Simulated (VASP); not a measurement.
The system is Pt.

```
Pt
1.0
     2.55000    0.00000    0.00000
     0.00000    2.55000    0.00000
     0.00000    0.00000    2.55000
Pt
1
Direct
  0.00000 0.00000 0.00000
```

* Program: VASP 6.6.1
* Task: relaxation of cell and atoms
* Functional: r2SCAN
* Potentials or basis: VASP PAW PBE potentials, release 64 (Pt)
* Cutoff: 600 eV
* k mesh: 8 × 8 × 8
* Occupations: fermi-dirac, width 0.05 eV
* Spin: no spin polarisation

At the start: pressure 16.6 GPa; volume 16.58 Å³/atom.

Q: How do energy, volume and symmetry change on relaxing?

A: Over 4 steps the energy falls by 56.8 meV/atom and the volume is 17.78 Å³/atom (+7.2 %); space group Pm-3m (No. 221, to 0.05 Å).

Step by step:
```csv
step,energy change (eV),largest force (eV/Å),pressure (GPa),volume (Å³)
1,0.0000,0.0000,16.62,16.58
2,0.2054,0.0000,-21.12,21.06
3,-0.0566,0.0000,-0.89,17.85
4,-0.0568,0.0000,-0.11,17.78
```

Final structure:
```
Pt
1.0
     2.60989    0.00000    0.00000
     0.00000    2.60989    0.00000
     0.00000    0.00000    2.60989
Pt
1
Direct
  0.00000 0.00000 0.00000
```

Caveat: the PAW data sets were made with another functional, which shifts forces and pressure a little.
